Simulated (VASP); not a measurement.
Crystal: Ti2B3.

```
Ti B
1.0
     3.46294    0.00000    0.00000
     0.00000    3.46294    0.00000
     0.00000    0.00000    4.81071
Ti B
2 3
Direct
  0.00000 0.50000 0.00000
  0.50000 0.00000 0.00000
  0.50000 0.50000 0.82378
  0.50000 0.50000 0.17622
  0.00000 0.00000 0.00000
```

```yaml
Program: VASP 6.6.1
Task: relaxation of cell and atoms
Functional: PBE
Potentials_or_basis: VASP PAW PBE potentials, release 64 (Ti_sv, B)
Cutoff: 600 eV
k_mesh: 6 × 6 × 4
Occupations: gaussian, width 0.1 eV
Spin: no spin polarisation
```

At the start: pressure 110.0 GPa; volume 11.54 Å³/atom.

Task: Where does the relaxation end?

Result: Over 34 steps the energy falls by 2916.5 meV/atom and the volume is 12.45 Å³/atom (+7.9 %); space group P4/mmm (No. 123, to 0.05 Å).

The path:
```csv
step,energy change (eV),largest force (eV/Å),pressure (GPa),volume (Å³)
1,0.0000,4.8945,110.02,57.69
2,-4.4614,2.3739,-19.89,146.25
3,-11.2038,2.2554,-6.27,93.63
4,-11.2519,2.1525,-4.02,91.62
5,-11.2610,2.0912,-2.71,90.56
6,-11.9908,0.9306,-3.78,88.24
7,-12.0870,1.0960,-3.29,87.02
8,-12.0905,0.4622,-3.50,87.32
9,-12.0915,0.6063,-3.46,87.25
10,-12.2147,1.3252,-0.46,82.51
11,-12.3283,3.0193,8.77,72.93
12,-12.3429,3.0334,9.04,72.56
13,-12.3866,3.0853,9.87,71.45
14,-12.4751,3.2444,11.69,69.25
15,-12.6557,3.6400,16.10,64.95
16,-12.7995,4.0479,31.04,56.70
17,-12.9285,3.3370,32.04,55.65
18,-13.0486,0.0249,37.79,52.51
19,-13.0667,1.5771,35.36,53.53
20,-13.2527,1.3108,31.71,54.21
21,-13.7085,0.5937,21.70,56.30
22,-14.2237,0.5702,5.89,60.62
23,-14.0649,2.1136,-13.03,69.82
24,-14.3161,1.3445,-3.88,64.44
25,-14.3195,1.2540,-2.72,63.91
26,-14.3763,0.7814,-2.94,63.89
27,-14.4873,0.9697,-3.01,63.80
28,-14.4939,1.8952,-2.74,63.75
29,-14.5356,1.7066,-2.29,63.45
30,-14.5558,1.3978,-1.64,63.09
31,-14.5780,0.2681,-1.49,62.92
32,-14.5795,0.1093,-1.41,62.86
33,-14.5812,0.0743,-0.99,62.67
34,-14.5827,0.0039,-0.04,62.25
```

Final structure:
```
Ti B
1.0
     4.50269    0.00000    0.00000
     0.00000    4.50269    0.00000
     0.00000    0.00000    3.07035
Ti B
2 3
Direct
  0.00000 0.50000 0.00000
  0.50000 0.00000 0.00000
  0.50000 0.50000 0.75211
  0.50000 0.50000 0.24789
  0.00000 0.00000 0.00000
```

Caveat: this functional lacks dispersion, which binds the layers, so the pressure and a relaxed spacing across them are unreliable.
